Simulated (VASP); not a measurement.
# B7C (Fm-3m) in VASP: further runs, part 2 of 2

VASP 6.6.1. Earlier steps stand in the parts before.

### Step 4. Relaxation of cell and atoms, PBE

This run uses another cell than the first one, of 8.05 Å³/atom, 1.364 times its volume.

INCAR

```
SYSTEM = B7C
  ALGO = Normal
  EDIFF = 1E-6
  EDIFFG = -0.04
  ENCUT = 600
  GGA = PE
  IBRION = 2
  ISIF = 3
  ISMEAR = 0
  LASPH = .True.
  LCHARG = .False.
  LREAL = .False.
  LWAVE = .False.
  NELM = 60
  NSW = 90
  PREC = Accurate
  SIGMA = 0.1
```

KPOINTS

```
k-points
0
Gamma
  6 6 6
  0 0 0
```

POSCAR

```
B7C
1.0
    0.0000000000      3.1810919600      3.1810919600
    3.1810919600      0.0000000000      3.1810919600
    3.1810919600      3.1810919600      0.0000000000
B C
7 1
Direct
    0.5000000000      0.0000000000      0.0000000000
    0.0000000000      0.5000000000      0.5000000000
    0.0000000000      0.5000000000      0.0000000000
    0.5000000000      0.0000000000      0.5000000000
    0.0000000000      0.0000000000      0.5000000000
    0.5000000000      0.5000000000      0.0000000000
    0.5000000000      0.5000000000      0.5000000000
    0.0000000000      0.0000000000      0.0000000000
```

Command:

```bash
$ cat potpaw_PBE.64/B/POTCAR potpaw_PBE.64/C/POTCAR > POTCAR
$ mpirun -np 1 vasp_std > vasp.out
```

It took 63 s on 1 thread of AMD EPYC 7R43 (Zen 3), shared host; peak memory 0.17 GiB.

It converged, with:

* Free energy: -41.9346 eV
* Relaxed volume: 5.91 Å³/atom
* Relaxed cell: a = 4.059 Å, b = 4.059 Å, c = 4.059 Å, α = 60.00°, β = 60.00°, γ = 60.00°
* Space group after relaxing (to 0.05 Å): Fm-3m (No. 225)
* Energy gained by relaxing: 336.3 meV/atom
* Ionic steps: 3
* Pressure after relaxing: -0.4 GPa

Step by step:
| step | energy change (eV) | largest force (eV/Å) | pressure (GPa) | volume (Å³) |
| --- | --- | --- | --- | --- |
| 1 | 0.0000 | 0.0000 | -38.15 | 64.38 |
| 2 | -2.6778 | 0.0000 | -4.29 | 48.13 |
| 3 | -2.6902 | 0.0000 | -0.42 | 47.29 |

Final structure:
```yaml
crystal:
  lattice:
    - [0.00000, 2.87025, 2.87025]
    - [2.87025, 0.00000, 2.87025]
    - [2.87025, 2.87025, 0.00000]
  atoms:
    - { symbol: B, position: [0.50000, 0.00000, 0.00000] }
    - { symbol: B, position: [0.00000, 0.50000, 0.50000] }
    - { symbol: B, position: [0.00000, 0.50000, 0.00000] }
    - { symbol: B, position: [0.50000, 0.00000, 0.50000] }
    - { symbol: B, position: [0.00000, 0.00000, 0.50000] }
    - { symbol: B, position: [0.50000, 0.50000, 0.00000] }
    - { symbol: B, position: [0.50000, 0.50000, 0.50000] }
    - { symbol: C, position: [0.00000, 0.00000, 0.00000] }
```

Levels at points of the mesh, in eV from the Fermi level:
```csv
k point,band 8,band 9,band 10,band 11,band 12,band 13,band 14,band 15,band 16,band 17
"(0.00, 0.00, 0.00)",-7.64,-7.64,-5.77,-5.77,-5.77,-1.66,-0.40,-0.40,4.47,4.47
"(0.50, 0.00, 0.00)",-9.57,-3.19,-2.85,-1.81,-1.81,-1.55,-1.55,3.91,4.47,5.56
"(0.50, 0.50, 0.00)",-3.88,-3.09,-3.09,-1.47,0.07,0.37,0.40,1.05,1.05,1.05
```

Caveat: the volume moved by over 15 % at a fixed basis, so the end points are rough.

### Step 5. Single point, PBE, collinear spin, ferromagnetic start

This run uses another cell than the first one, of 8.05 Å³/atom, 1.364 times its volume.

INCAR

```
SYSTEM = B7C
  PREC = Accurate
  ENCUT = 520
  EDIFF = 1E-6
  ISMEAR = 0
  SIGMA = 0.1
  LREAL = .False.
  LASPH = .True.
  NELM = 150
  ALGO = Normal
  ISIF = 2
  LWAVE = .False.
  LCHARG = .False.
  ISPIN = 2
  MAGMOM = 0 0 0 0 0 0 0 1
  LORBIT = 11
  GGA = PE
  NBANDS = 26
```

KPOINTS

```
regular mesh
0
Gamma
  6 6 6
  0 0 0
```

POSCAR is that of step 4.

Potentials or basis: VASP PAW PBE potentials, release 64 (B, C).

Command:

```bash
$ cat potpaw_PBE.64/B/POTCAR potpaw_PBE.64/C/POTCAR > POTCAR
$ mpirun -np 1 vasp_std > vasp.out
```

OUTCAR:

```text
SYSTEM = B7C
   PREC = Accurate
   ENCUT = 520
   EDIFF = 1E-6
   ISMEAR = 0
   LREAL = .False.
   LASPH = .True.
   NELM = 150
   ISIF = 2
   ISPIN = 2
   LORBIT = 11
   GGA = PE

 ion  position               nearest neighbor table
   1  0.500  0.000  0.000-
   2  0.000  0.500  0.500-
   3  0.000  0.500  0.000-
   4  0.500  0.000  0.500-
   5  0.000  0.000  0.500-
   6  0.500  0.500  0.000-
   7  0.500  0.500  0.500-
   8  0.000  0.000  0.000-

  LATTYP: Found a face centered cubic cell.
 ALAT       =     6.3621839200

[... 1099 lines left out ...]
      3.18109      1.59055      1.59055        -0.000000     -0.000000     -0.000000
      1.59055      0.00000      1.59055         0.000000      0.000000      0.000000
      1.59055      3.18109      1.59055         0.000000      0.000000     -0.000000
      1.59055      1.59055      0.00000         0.000000      0.000000     -0.000000
      1.59055      1.59055      3.18109        -0.000000     -0.000000      0.000000
      3.18109      3.18109      3.18109         0.000000     -0.000000      0.000000
      0.00000      0.00000      0.00000         0.000000     -0.000000     -0.000000
 -----------------------------------------------------------------------------------
    total drift:                               -0.000000      0.000000      0.000000

  FREE ENERGIE OF THE ION-ELECTRON SYSTEM (eV)
  ---------------------------------------------------
  free  energy   TOTEN  =       -39.2420328073 eV

  energy  without entropy=      -39.2290454225  energy(sigma->0) =      -39.23553911

 total charge

# of ion       s       p       d       tot
------------------------------------------
    1        0.671   0.819   0.000   1.490
    2        0.671   0.819   0.000   1.490
    3        0.671   0.819   0.000   1.490
    4        0.671   0.819   0.000   1.490
    5        0.671   0.819   0.000   1.490
    6        0.671   0.819   0.000   1.490
    7        0.671   0.826   0.000   1.496
    8        1.014   1.096   0.000   2.110
--------------------------------------------------
tot          5.709   6.837   0.000  12.546

 magnetization (x)

# of ion       s       p       d       tot
------------------------------------------
    1       -0.000  -0.000   0.000  -0.000
    2       -0.000  -0.000   0.000  -0.000
    3       -0.000  -0.000   0.000  -0.000
    4       -0.000  -0.000   0.000  -0.000
    5       -0.000  -0.000   0.000  -0.000
    6       -0.000  -0.000   0.000  -0.000
    7       -0.000  -0.000   0.000  -0.000
    8        0.000   0.000   0.000   0.000
--------------------------------------------------
tot         -0.000  -0.000   0.000  -0.000
```

Run time: 72 s. Hardware: 1 thread of AMD EPYC 7R43 (Zen 3), shared host; peak memory 0.21 GiB.

What came out:

```
Free energy                                           : -39.2420 eV
Pressure                                              : -38.1 GPa
Net moment                                            : 0.00 μB per cell
Valence electrons inside the program's atomic spheres : B 1.49, 1.50; C 2.11
```

### Step 6. Overview

| task | spin | cell | cutoff (eV) | gap on the mesh (eV) | pressure (GPa) |
| --- | --- | --- | --- | --- | --- |
| single point | off | a = 4.057 Å, angles 60.0°, 8 atoms | 520 | none | 0.0 |
| single point | off | a = 4.499 Å, angles 60.0°, 8 atoms | 520 | none | -38.1 |
| relaxation of cell and atoms | off | relaxed from a = 4.499 Å, angles 60.0°, 8 atoms | 600 | none | -0.4 |
| single point | collinear, ferromagnetic start | a = 4.499 Å, angles 60.0°, 8 atoms | 520 | none | -38.1 |

Alike in all rows: level PBE; potentials or basis VASP PAW PBE potentials, release 64 (B, C); k mesh 6 × 6 × 6; smearing gaussian 0.1 eV.

Caveats: the volume moved by over 15 % at a fixed basis, so the end points are rough (some runs).

Total energies depend on the potentials used, so only differences within one code and one set of settings carry meaning.
